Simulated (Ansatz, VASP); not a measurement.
# BP: VASP beside Ansatz

File POSCAR:

```
BP
1.0
    0.0000000000      2.1159230379      2.1159230379
    2.1159230379      0.0000000000      2.1159230379
    2.1159230379      2.1159230379      0.0000000000
B P
1 1
Direct
    0.0000000000      0.0000000000      0.0000000000
    0.5000000000      0.5000000000      0.5000000000
```

INCAR.step1

```
PREC     = Accurate       # precision mode
ENCUT    = 520            # plane-wave cutoff, eV
ISMEAR   = -1             # smearing method
SIGMA    = 0.1            # smearing width, eV
LREAL    = F              # projectors in reciprocal space
LASPH    = T              # aspherical terms in the spheres
NELM     = 60             # most SCF steps
NBANDS   = 11             # bands
GGA      = PE             # functional
ALGO     = Normal         # electronic algorithm
EDIFF    = 1E-4           # SCF threshold, eV
LWAVE    = T              # write WAVECAR
LCHARG   = F              # write CHGCAR
```

INCAR.step2

```
PREC     = Accurate       # precision mode
ENCUT    = 520            # plane-wave cutoff, eV
EDIFF    = 1E-6           # SCF threshold, eV
ISMEAR   = -1             # smearing method
SIGMA    = 0.1            # smearing width, eV
LREAL    = F              # projectors in reciprocal space
LASPH    = T              # aspherical terms in the spheres
NELM     = 60             # most SCF steps
ALGO     = Normal         # electronic algorithm
ISIF     = 2              # what is computed and relaxed
LWAVE    = F              # write WAVECAR
LCHARG   = F              # write CHGCAR
METAGGA  = R2SCAN         # meta-GGA
LMIXTAU  = T            
NBANDS   = 11             # bands
ISTART   = 1
```

KPOINTS

```
regular mesh
0
Gamma
  17 17 17
```

Input for Ansatz:

```yaml
crystal:
  lattice:
    - [0.0, 2.1159230379, 2.1159230379]
    - [2.1159230379, 0.0, 2.1159230379]
    - [2.1159230379, 2.1159230379, 0.0]
  atoms:
    - { symbol: B, position: [0.0, 0.0, 0.0] }
    - { symbol: P, position: [0.5, 0.5, 0.5] }
kpoints:
  mp_grid: { grid: [17, 17, 17] }
  band_path:
    path:
      - [0.0, 0.0, 0.0]
      - [0.5, 0.0, 0.5]
      - [0.625, 0.25, 0.625]
      - [0.375, 0.375, 0.75]
      - [0.0, 0.0, 0.0]
      - [0.5, 0.5, 0.5]
      - [0.5, 0.25, 0.75]
      - [0.5, 0.0, 0.5]
    npoints: 8
scf:
  occupations: { method: fermi_dirac, width: 0.1 }
hamiltonian:
  xc: r2scan
  pseudopotentials: { kind: paw }
output:
  forces: true
  stress: true
  eigenvalues: true
  populations: true
  dos: { projected: true, de: 0.2, e_range: [-14, 8] }
```

Change from the starting cell: volume scaled by 0.94, PAW files.

Alike in both runs: task single point; functional r2SCAN; k mesh 17 × 17 × 17; occupations fermi-dirac, width 0.1 eV; no spin polarisation.

```csv
,VASP,Ansatz
version,VASP 6.6.1,Ansatz 0.2.0
potentials or method,"VASP PAW PBE potentials, release 64 (B, P)","PAW with Ansatz's default frozen-core files, scalar-relativistic"
plane-wave cutoff (eV),520,500
valence electrons in the cell,8,8
```

Ansatz gave:

* pressure (GPa): 11.0

**Question.** Estimate VASP's values.

**Answer.** Pressure (GPa): 10.6.

VASP's potentials were made for PBE, not for r2SCAN. The functional is the same, so the differences come from potentials, cutoffs and numerics.
